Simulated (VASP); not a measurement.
Crystal: GaS2.

```xyz
3
Lattice="3.2800 0.0000 0.0000 -1.6400 2.8406 0.0000 0.0000 0.0000 5.9969" Properties=species:S:1:pos:R:3 pbc="T T T"
Ga    0.0000    0.0000    0.0000
S     0.0000    1.8937    1.4992
S     1.6400    0.9469    4.4977
```

The cell was built from a structure type or drawn by symmetry, and may not be a known phase.

```yaml
Program: VASP 6.6.1
Task: relaxation of cell and atoms
Functional: PBE
Potentials_or_basis: VASP PAW PBE potentials, release 64 (Ga_d, S)
Cutoff: 600 eV
k_mesh: 6 × 6 × 4
Occupations: gaussian, width 0.1 eV
Spin: no spin polarisation
```

At the start: pressure 4.5 GPa; volume 18.62 Å³/atom.

Q: How do energy, volume and symmetry change on relaxing?

A: Over 17 steps the energy falls by 36.6 meV/atom and the volume is 22.69 Å³/atom (+21.8 %); space group P-3m1 (No. 164, to 0.1 Å) before and after.

Step by step:
```csv
step,energy change (eV),largest force (eV/Å),pressure (GPa),volume (Å³)
1,0.0000,0.0384,4.51,55.87
2,-0.0373,0.5760,-1.47,60.22
3,-0.0426,0.4436,-0.08,59.02
4,-0.0574,0.2664,0.08,59.62
5,-0.0634,0.0108,0.27,60.57
6,-0.0638,0.0472,0.24,60.37
7,-0.0704,0.0618,0.06,60.92
8,-0.0862,0.1102,-0.47,62.55
9,-0.1005,0.2120,-1.06,65.78
10,-0.1050,0.1306,-0.49,65.74
11,-0.1072,0.0225,0.29,65.69
12,-0.1072,0.0172,0.31,65.69
13,-0.1076,0.0103,0.30,65.88
14,-0.1085,0.0109,0.30,66.44
15,-0.1093,0.0557,0.24,67.57
16,-0.1095,0.0553,-0.32,68.47
17,-0.1098,0.0066,-0.10,68.07
```

Final structure:
```xyz
3
Lattice="3.3565 0.0000 0.0000 -1.6782 2.9068 0.0000 0.0000 0.0000 6.9771" Properties=species:S:1:pos:R:3 pbc="T T T"
Ga    0.0000    0.0000    0.0000
S     0.0000    1.9379    1.4915
S     1.6782    0.9689    5.4856
```

Caveat: the k points lie up to 0.36 Å⁻¹ apart in the final cell, too coarse for converged energies and pressures of a metal; the volume moved by over 15 % at a fixed basis, so the end points are rough; this functional lacks dispersion, which binds the layers, so the pressure and a relaxed spacing across them are unreliable.
